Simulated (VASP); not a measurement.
Input of a VASP 6.6.1 run:

File INCAR:

```
SYSTEM = Ir
ALGO = Normal
EDIFF = 1E-6
ENCUT = 520
ISIF = 2
ISMEAR = -1
LASPH = .True.
LCHARG = .True.
LELF = .True.
LREAL = .False.
LVHAR = .True.
LWAVE = .False.
NBANDS = 20
NELM = 100
PREC = Accurate
SIGMA = 0.1
```

The input KPOINTS:

```
k-points
0
Gamma
  10 10 13
  0 0 0
```

POSCAR

```
Ir
1.0
    4.4250764597      0.0000000000      0.0000000000
   -2.2125382298      3.8322286278      0.0000000000
    0.0000000000      0.0000000000      2.7273870054
Ir
3
Direct
    1.0000000000      0.0000000000      0.0000000000
    0.3333333333      0.6666666667      0.5000000000
    0.6666666667      0.3333333333      0.5000000000
```

Potentials or basis: VASP PAW LDA potentials, release 64 (Ir).

Run with:

```bash
$ cat potpaw_LDA.64/Ir/POTCAR > POTCAR
$ mpirun -np 1 vasp_std > vasp.out
```

What does it give for the band gap on the k mesh?

Zero (an odd number of electrons rules out a gap without spin polarisation).

Estimate the pressure.

-22.2 GPa.

Stress tensor (GPa, compression positive):
```
-22.61   0.00   0.00
  0.00 -22.61   0.00
  0.00   0.00 -21.41
```

Caveat: the cell stands under tension; spin-orbit coupling is left out, which moves the levels of the heavy elements.
